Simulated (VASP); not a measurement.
A run of VASP 6.6.1 is set up as follows.

Contents of POSCAR:

```
WF2
1.0
    2.7532265928      0.0000000000      0.0000000000
   -1.3766132964      2.3843641717      0.0000000000
    0.0000000000      0.0000000000      6.1617623769
W F
1 2
Direct
    0.0000000000      0.0000000000      0.0000000000
    0.3333333333      0.6666666667      0.2447159061
    0.6666666667      0.3333333333      0.7552840939
```

Contents of INCAR.step1:

```
PREC = Accurate
ENCUT = 520
ISMEAR = 0
SIGMA = 0.1
LREAL = False
LASPH = True
NELM = 150
ISPIN = 2
MAGMOM = 2.5 0 0
LMAXMIX = 4
NBANDS = 25
GGA = PE
ALGO = Normal
EDIFF = 1E-4
LWAVE = True
LCHARG = False
LUSENCCL = False
```

Contents of INCAR.step2:

```
PREC = Accurate
ENCUT = 520
EDIFF = 1E-6
ISMEAR = 0
SIGMA = 0.1
LREAL = False
LASPH = True
NELM = 150
ALGO = Normal
ISIF = 2
LWAVE = False
LCHARG = False
ISPIN = 2
MAGMOM = 2.5 0 0
LORBIT = 11
LMAXMIX = 4
METAGGA = R2SCAN
LMIXTAU = True
NBANDS = 25
ISTART = 1
LUSENCCL = False
```

The input KPOINTS:

```
Automatic mesh
0
Gamma
  18 18 8
```

Potentials or basis: VASP PAW PBE potentials, release 64 (W_sv, F).

Launch:

```console
$ cat potpaw_PBE.64/W_sv/POTCAR potpaw_PBE.64/F/POTCAR > POTCAR
$ cp INCAR.step1 INCAR
$ mpirun -np 1 vasp_std > vasp.out
$ cp INCAR.step2 INCAR
$ mpirun -np 1 vasp_std > vasp.out
```

(1) What does it give for the band gap on the k mesh?

(2) What does it give for the largest force?

(3) Estimate the net moment.

(4) Predict the pressure.

Results:

(1) zero (filled and empty bands overlap).

(2) 0.392 eV/Å.

(3) 0.00 μB per cell.

(4) 3.0 GPa.

Caveat: the PAW data sets were made with another functional, which shifts forces and pressure a little; spin-orbit coupling is left out, which moves the levels of the heavy elements.
